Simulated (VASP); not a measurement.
# Ba (P6_3/mmc) in VASP: relaxation of cell and atoms with PBEsol

Aim: the relaxation of cell and atoms of Ba with PBEsol.

Everything below comes from runs of VASP 6.6.1. Logs are shortened: lines on timing, memory, paths and dates and some standing lists are left out, and cuts for length are marked.

### 1 The cell of the first run

The structure is hexagonal, space group P6_3/mmc (No. 194). The conventional cell has a = 4.222 Å, b = 4.222 Å, c = 14.969 Å, α = 90.00°, β = 90.00°, γ = 120.00°. Ba (site symmetry 3m) has 10 Ba at 3.85 to 4.38 Å within 5.0 Å.

This isn't the form of Ba at room conditions, which is bcc.

### 2 Relaxation of cell and atoms, PBEsol

Input file INCAR:

```
  ALGO = Fast
  EDIFF = 1E-6
  EDIFFG = -0.01
  ENCUT = 600
  GGA = PS
  IBRION = 2
  ISIF = 3
  ISMEAR = 0
  LASPH = True
  LCHARG = False
  LREAL = False
  LWAVE = False
  NELM = 60
  NSW = 100
  PREC = Accurate
  SIGMA = 0.1
```

Input file KPOINTS:

```
k-points
0
Gamma
  12 12 4
```

Input file POSCAR:

```
Ba
1.0
    4.2216991383      0.0000000000      0.0000000000
   -2.1108495691      3.6560987009      0.0000000000
    0.0000000000      0.0000000000     14.9687767619
Ba
4
Direct
    0.3333333333      0.6666666667      0.3784553425
    0.6666666667      0.3333333333      0.8784553425
    0.6666666667      0.3333333333      0.6215446575
    0.3333333333      0.6666666667      0.1215446575
```

Potentials or basis: VASP PAW PBE potentials, release 64 (Ba_sv).

Launch:

```console
$ cat potpaw_PBE.64/Ba_sv/POTCAR > POTCAR
$ mpirun -np 1 vasp_std > vasp.out
```

OUTCAR:

```text
EDIFF = 1E-6
   EDIFFG = -0.01
   ENCUT = 600
   GGA = PS
   IBRION = 2
   ISIF = 3
   ISMEAR = 0
   LASPH = True
   LREAL = False
   NELM = 60
   NSW = 100
   PREC = Accurate

 ion  position               nearest neighbor table
   1  0.333  0.667  0.378-   4 3.85   3 4.38   3 4.38   3 4.38
   2  0.667  0.333  0.878-   3 3.85   4 4.38   4 4.38   4 4.38
   3  0.667  0.333  0.622-   2 3.85   1 4.38   1 4.38   1 4.38
   4  0.333  0.667  0.122-   1 3.85   2 4.38   2 4.38   2 4.38

  LATTYP: Found a hexagonal cell.
 ALAT       =     4.2216991383
 C/A-ratio  =     3.5456758692

  Lattice vectors:

 A1 = (   4.2216991383,   0.0000000000,   0.0000000000)
 A2 = (  -2.1108495691,   3.6560987009,   0.0000000000)
 A3 = (   0.0000000000,   0.0000000000,  14.9687767619)

Analysis of symmetry for initial positions (statically):
=====================================================================
 Subroutine PRICEL returns:
 Original cell was already a primitive cell.

 Routine SETGRP: Setting up the symmetry group for a
 hexagonal supercell.

 Subroutine GETGRP returns: Found 24 space group operations
 (whereof 12 operations were pure point group operations)
 out of a pool of 24 trial point group operations.

The static configuration has the point symmetry D_3d.
 The point group associated with its full space group is D_6h.

Analysis of symmetry for dynamics (positions and initial velocities):
=====================================================================
 Subroutine PRICEL returns:
 Original cell was already a primitive cell.

 Routine SETGRP: Setting up the symmetry group for a
 hexagonal supercell.

 Subroutine GETGRP returns: Found 24 space group operations
 (whereof 12 operations were pure point group operations)
 out of a pool of 24 trial point group operations.

The dynamic configuration has the point symmetry D_3d.
 The point group associated with its full space group is D_6h.

 Subroutine INISYM returns: Found 24 space group operations
 (whereof 12 operations are pure point group operations),
 and found     1 'primitive' translations

----------------------------------------------------------------------------------------

                                     Primitive cell

  volume of cell :     231.0423

  direct lattice vectors                    reciprocal lattice vectors
     4.221699138  0.000000000  0.000000000     0.236871451  0.136757796  0.000000000
    -2.110849569  3.656098701  0.000000000     0.000000000  0.273515592  0.000000000
     0.000000000  0.000000000 14.968776762     0.000000000  0.000000000  0.066805726

  length of vectors
     4.221699138  4.221699138 14.968776762     0.273515592  0.273515592  0.066805726

  position of ions in fractional coordinates (direct lattice)
     0.333333333  0.666666667  0.378455342
     0.666666667  0.333333333  0.878455342
     0.666666667  0.333333333  0.621544658
     0.333333333  0.666666667  0.121544658

  ion indices of the primitive-cell ions
   primitive index   ion index
                 1           1
                 2           2
                 3           3
                 4           4

----------------------------------------------------------------------------------------

 KPOINTS: k-points

Automatic generation of k-mesh.
 Grid dimensions read from file:
 generate k-points for:   12   12    4

 Generating k-lattice:

  Cartesian coordinates                     Fractional coordinates (reciprocal lattice)
     0.019739288  0.011396483  0.000000000     0.083333333 -0.000000000  0.000000000
     0.000000000  0.022792966  0.000000000     0.000000000  0.083333333  0.000000000
     0.000000000  0.000000000  0.016701432     0.000000000  0.000000000  0.250000000

  Length of vectors
     0.022792966  0.022792966  0.016701432

  Shift w.r.t. Gamma in fractional coordinates (k-lattice)
     0.000000000  0.000000000  0.000000000

 Subroutine IBZKPT returns following result:
 ===========================================

 Found     57 irreducible k-points:

 Following reciprocal coordinates:
            Coordinates               Weight
  0.000000  0.000000  0.000000      1.000000
  0.083333 -0.000000  0.000000      6.000000
  0.166667 -0.000000  0.000000      6.000000
  0.250000  0.000000  0.000000      6.000000
  0.333333 -0.000000  0.000000      6.000000
  0.416667 -0.000000  0.000000      6.000000
[... 16 lines left out ...]
  0.250000  0.000000  0.250000     12.000000
  0.333333 -0.000000  0.250000     12.000000
 [... further k-points ...]
   k-points           NKPTS =     57   k-points in BZ     NKDIM =     57   number of bands    NBANDS=     24
   number of dos      NEDOS =    301   number of ions     NIONS =      4
   total plane-waves  NPLWV = 155520
   dimension x,y,z NGX =    36 NGY =   36 NGZ =  120
   dimension x,y,z NGXF=    72 NGYF=   72 NGZF=  240
   ions per type =               4
   NGX,Y,Z   is equivalent  to a cutoff of  14.18, 14.18, 13.33 a.u.
   NGXF,Y,Z  is equivalent  to a cutoff of  28.35, 28.35, 26.65 a.u.
 SYSTEM =  unknown system
   PREC   = accura    normal or accurate (medium, high low for compatibility)
   ISTART =      0    job   : 0-new  1-cont  2-samecut
   ICHARG =      2    charge: 1-file 2-atom 10-const
   ISPIN  =      1    spin polarized calculation?
   LNONCOLLINEAR =      F non collinear calculations
   LSORBIT =      F    spin-orbit coupling
   LASPH  =      T    aspherical Exc in radial PAW
   ENCUT  =  600.0 eV  44.10 Ry    6.64 a.u.   8.43  8.43 29.90*2*pi/ulx,y,z
   NELM   =     60;   NELMIN=  2; NELMDL= -5     # of ELM steps
   EDIFF  = 0.1E-05   stopping-criterion for ELM
   LREAL  =      F    real-space projection
   EDIFFG = -.1E-01   stopping-criterion for IOM
   NSW    =    100    number of steps for IOM
   IBRION =      2    ionic relax: 0-MD 1-quasi-New 2-CG
   NFREE  =      1    steps in history (QN), initial steepest desc. (CG)
   ISIF   =      3    stress and relaxation
   ISYM   =      2    0-nonsym 1-usesym 2-fastsym
   POTIM  = 0.5000    time-step for ionic-motion
   TEBEG  =    0.0;   TEEND  =   0.0 temperature during run
   PSTRESS=    0.0 pullay stress
   NELECT =      40.0000    total number of electrons
   NUPDOWN=      -1.0000    fix difference up-down
   EMIN   =  10.00;   EMAX   =-10.00  energy-range for DOS
   EFERMI =   0.00;   METHOD = LEGACY
   ISMEAR =     0;   SIGMA  =   0.10  broadening in eV -4-tet -1-fermi 0-gaus
   EFERMI_NEDOS =   21; number of points for ismear=-14 and -15
   IALGO  =     68    algorithm
   IMIX   =      4    mixing-type and parameters
     AMIX     =   0.40;   BMIX     =  1.00
     AMIX_MAG =   1.60;   BMIX_MAG =  1.00
  volume/ion in A,a.u.               =      57.76       389.79
  Fermi-wavevector in a.u.,A,eV,Ry     =   0.912426  1.724235 11.327139  0.832521
  Thomas-Fermi vector in A             =   2.036820
   LORBIT       =      0    0 simple, 1 ext, 2 COOP (PROOUT), +10 PAW based schemes
   GGA     = PS    functional components
   LHFCALC =     F    Hartree Fock is set to
   AEXX    =    0.0000 exact exchange contribution
   IVDW    =     0    specifies the selected vdW correction
   LEPSILON=     F    determine dielectric tensor
   LRPA    =     F    only Hartree local field effects (RPA)
 conjugate gradient relaxation of ions
 non-spin polarized calculation
 RMM-DIIS sequential band-by-band and
 Gauss-broadening in eV      SIGMA  =   0.10
  energy-cutoff  :      600.00
  volume of cell :      231.04
 maximum number of plane-waves:      7788
 NGX is ok and might be reduce to    36
   NGX = 17   NGY = 17   NGZ = 59

--------------------------------------- Ionic step        1  -------------------------------------------

 number of electron      40.0000000 magnetization

 Free energy of the ion-electron system (eV)
  ---------------------------------------------------
  ext. energy  EPLUGINS =         0.00000000
  ---------------------------------------------------
  free energy    TOTEN  =        -8.19426341 eV

  energy without entropy =       -8.16482169  energy(sigma->0) =       -8.17954255

------------------------ aborting loop because EDIFF is reached ----------------------------------------

  FORCE on cell =-STRESS in cart. coord.  units (eV):
  Direction    XX          YY          ZZ          XY          YZ          ZX
  --------------------------------------------------------------------------------------
  -------------------------------------------------------------------------------------
  Total        0.0845298      0.0845298      0.1923802      0.0000000      0.0000000      0.0000000
  in kB        0.5861774      0.5861774      1.3340725      0.0000000      0.0000000      0.0000000
  external PRESSURE =       0.8354758 kB  Pullay stress =       0.0000000 kB
[... 175 lines left out ...]
  energy  without entropy=       -8.1655310420  energy(sigma->0) =       -8.18023419

--------------------------------------- Ionic step        6  -------------------------------------------

 number of electron      40.0000000 magnetization

 Free energy of the ion-electron system (eV)
  ---------------------------------------------------
  ext. energy  EPLUGINS =         0.00000000
  ---------------------------------------------------
  free energy    TOTEN  =        -8.19493110 eV

  energy without entropy =       -8.16551642  energy(sigma->0) =       -8.18022376

 E-fermi :   1.7663     XC(G=0):  -7.7567

 val. band max:        1.7653679661   @ k =   0.5000   0.0000   0.2500
 cond. band min:       1.7690907229   @ k =   0.4167   0.0833   0.0000
 fundamental gap:      0.0037227567
 Fermi energy:         1.7662962986

 k-point     1 :       0.0000    0.0000    0.0000
  band No.  band energies     occupation
      1     -27.0295      2.00000
      2     -27.0051      2.00000
      3     -26.9907      2.00000
      4     -26.9659      2.00000
      5     -12.5682      2.00000
      6     -12.3032      2.00000
[... 637 lines left out ...]
     23       2.4590      0.00000
     24       2.5508      0.00000

 [... further k-points ...]

------------------------ aborting loop because EDIFF is reached ----------------------------------------

  FORCE on cell =-STRESS in cart. coord.  units (eV):
  Direction    XX          YY          ZZ          XY          YZ          ZX
  --------------------------------------------------------------------------------------
  -------------------------------------------------------------------------------------
  Total        0.0204389      0.0204389      0.0069527      0.0000000      0.0000000     -0.0000000
  in kB        0.1404695      0.1404695      0.0477834      0.0000000      0.0000000     -0.0000000
  external PRESSURE =       0.1095742 kB  Pullay stress =       0.0000000 kB
[... 19 lines left out ...]
  FREE ENERGIE OF THE ION-ELECTRON SYSTEM (eV)
  ---------------------------------------------------
  free  energy   TOTEN  =        -8.1949310987 eV

  energy  without entropy=       -8.1655164244  energy(sigma->0) =       -8.18022376

 reached required accuracy - stopping structural energy minimisation
```

Run time: 37 min. Hardware: 1 thread of Intel Xeon 8259CL, shared host; peak memory 0.62 GiB.

What came out:

```yaml
Free_energy: -8.1949 eV
Relaxed_volume: 58.28 Å³/atom
Relaxed_cell: a = 4.231 Å, b = 4.231 Å, c = 15.040 Å, α = 90.00°, β = 90.00°, γ = 120.00°
Space_group_after_relaxing_to_0.1_Å: P6_3/mmc (No. 194)
Energy_gained_by_relaxing: 0.2 meV/atom
Ionic_steps: 6
Pressure_after_relaxing: 0.0 GPa
Largest_force_after_relaxing: 0.007 eV/Å
Band_gap_on_the_k_mesh: zero (bands 20 and 21 overlap by 0.51 eV)
```

Forces on the atoms (eV/Å):
```
Ba   0.000  0.000  0.007
Ba   0.000  0.000  0.007
Ba   0.000  0.000 -0.007
Ba   0.000  0.000 -0.007
```

The path:
```
step  energy change (eV)  largest force (eV/Å)  pressure (GPa)  volume (Å³)
   1              0.0000                0.0003            0.08       231.04
   2             -0.0005                0.0036            0.05       232.05
   3             -0.0007                0.0076           -0.02       233.45
   4             -0.0007                0.0070            0.04       232.99
   5             -0.0007                0.0067           -0.02       233.26
   6             -0.0007                0.0068            0.01       233.12
```

Final structure:
```cif
data_structure
_symmetry_space_group_name_H-M 'P 1'
_symmetry_Int_Tables_number 1
_cell_length_a 4.2306
_cell_length_b 4.2306
_cell_length_c 15.0403
_cell_angle_alpha 90.000
_cell_angle_beta 90.000
_cell_angle_gamma 120.000
_cell_volume 233.12
loop_
_atom_site_label
_atom_site_type_symbol
_atom_site_fract_x
_atom_site_fract_y
_atom_site_fract_z
_atom_site_occupancy
Ba1 Ba 0.33333 0.66667 0.37846 1
Ba2 Ba 0.66667 0.33333 0.87846 1
Ba3 Ba 0.66667 0.33333 0.62154 1
Ba4 Ba 0.33333 0.66667 0.12154 1
```

Caveat: the PAW data sets were made with another functional, which shifts forces and pressure a little; spin-orbit coupling is left out, which moves the levels of the heavy elements.
